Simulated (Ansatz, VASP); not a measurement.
Mo3H in VASP and in Ansatz

```
H Mo
1.0
     2.73001    0.00000    0.00000
    -1.36500    2.36425    0.00000
     0.00000    0.00000    8.81637
H Mo
1 3
Direct
  0.00000 0.00000 0.00000
  0.00000 0.00000 0.20480
  0.00000 0.00000 0.79520
  0.00000 0.00000 0.50000
```

Alike in both runs: functional PBE; k mesh 7 × 7 × 3; occupations gaussian, width 0.2 eV; no spin polarisation.

Ansatz relaxed the structure, and its values are those at the end. VASP's run is a single point on that final structure, the one shown.

|  | VASP | Ansatz |
| --- | --- | --- |
| version | VASP 6.6.1 | Ansatz 0.2.0 |
| potentials or method | VASP PAW PBE potentials, release 64 (H, Mo_sv), cutoff 520 eV | scalar-relativistic, plane waves, PAW |
| valence electrons in the cell | 43 | 43 |

|  | VASP | Ansatz | Ansatz less VASP |
| --- | --- | --- | --- |
| gap on the k mesh at the Fermi level (eV) | none | none | - |
| pressure (GPa) | 0.3 | -0.1 | -0.35 |
| rms of the force components (eV/Å) | 0.001 | 0.004 | +0.0027 |

A gap of «none» marks a metal or a gap that the smearing closes. With one functional, cell and mesh, what is left measures potentials, basis and numerics.

The k mesh is coarse, so the values compare programs but aren't converged.
